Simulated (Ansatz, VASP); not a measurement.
One calculation of K2YZnC6N6, two programs

The input INCAR:

```
PREC = Accurate ; ENCUT = 520
EDIFF = 1E-7 ; ISMEAR = 0
SIGMA = 0.1 ; LREAL = Auto
LASPH = T ; NELM = 60
ALGO = Normal ; ISIF = 2
LWAVE = F ; LCHARG = F
GGA = PE ; NBANDS = 62
```

File KPOINTS:

```
regular mesh
0
Gamma
  4 4 4
```

File POSCAR:

```
K2YZnC6N6
1.0
    0.0000000000      5.2970000000      5.2970000000
    5.2970000000      0.0000000000      5.2970000000
    5.2970000000      5.2970000000      0.0000000000
K Y Zn C N
2 1 1 6 6
Direct
    0.2500000000      0.2500000000      0.2500000000
    0.7500000000      0.7500000000      0.7500000000
    0.5000000000      0.5000000000      0.5000000000
    0.0000000000      0.0000000000      0.0000000000
    0.8190485200      0.1809514800      0.1809514800
    0.1809514800      0.8190485200      0.1809514800
    0.1809514800      0.1809514800      0.8190485200
    0.1809514800      0.8190485200      0.8190485200
    0.8190485200      0.1809514800      0.8190485200
    0.8190485200      0.8190485200      0.1809514800
    0.7086086500      0.2913913500      0.2913913500
    0.2913913500      0.7086086500      0.2913913500
    0.2913913500      0.2913913500      0.7086086500
    0.2913913500      0.7086086500      0.7086086500
    0.7086086500      0.2913913500      0.7086086500
    0.7086086500      0.7086086500      0.2913913500
```

Input for Ansatz:

```yaml
crystal:
  lattice:
    - [0.0, 5.297, 5.297]
    - [5.297, 0.0, 5.297]
    - [5.297, 5.297, 0.0]
  atoms:
    - { symbol: K, position: [0.25, 0.25, 0.25] }
    - { symbol: K, position: [0.75, 0.75, 0.75] }
    - { symbol: "Y", position: [0.5, 0.5, 0.5] }
    - { symbol: Zn, position: [0.0, 0.0, 0.0] }
    - { symbol: C, position: [0.81904852, 0.18095148, 0.18095148] }
    - { symbol: C, position: [0.18095148, 0.81904852, 0.18095148] }
    - { symbol: C, position: [0.18095148, 0.18095148, 0.81904852] }
    - { symbol: C, position: [0.18095148, 0.81904852, 0.81904852] }
    - { symbol: C, position: [0.81904852, 0.18095148, 0.81904852] }
    - { symbol: C, position: [0.81904852, 0.81904852, 0.18095148] }
    - { symbol: "N", position: [0.70860865, 0.29139135, 0.29139135] }
    - { symbol: "N", position: [0.29139135, 0.70860865, 0.29139135] }
    - { symbol: "N", position: [0.29139135, 0.29139135, 0.70860865] }
    - { symbol: "N", position: [0.29139135, 0.70860865, 0.70860865] }
    - { symbol: "N", position: [0.70860865, 0.29139135, 0.70860865] }
    - { symbol: "N", position: [0.70860865, 0.70860865, 0.29139135] }
basis:
  ecutwfc: 420
kpoints:
  mp_grid: { grid: [4, 4, 4] }
hamiltonian:
  xc: pbe
scf:
  occupations: { method: gaussian, width: 0.1 }
  lower_state_search: "off"
output:
  forces: true
  stress: true
  eigenvalues: true
```

Alike in both runs: task single point; functional PBE; k mesh 4 × 4 × 4; occupations gaussian, width 0.1 eV; no spin polarisation.

|  | VASP | Ansatz |
| --- | --- | --- |
| version | VASP 6.6.1 | Ansatz 0.2.0 |
| potentials or method | VASP PAW PBE potentials, release 64 (K_sv, Y_sv, Zn, C, N), cutoff 520 eV | scalar-relativistic, plane waves, PAW |
| valence electrons in the cell | 95 | 95 |

|  | VASP | Ansatz | Ansatz less VASP |
| --- | --- | --- | --- |
| gap on the k mesh at the Fermi level (eV) | none | none | - |
| pressure (GPa) | 14.7 | 14.3 | -0.38 |
| rms of the force components (eV/Å) | 0.618 | 0.728 | +0.1097 |

Atom by atom the forces differ by 0.194 eV/Å (rms over components). A gap of «none» marks a metal or a gap that the smearing closes. With one functional, cell and mesh, what is left measures potentials, basis and numerics.

Noted on VASP's run: the standard files for N, O and F lose accuracy on very short bonds.
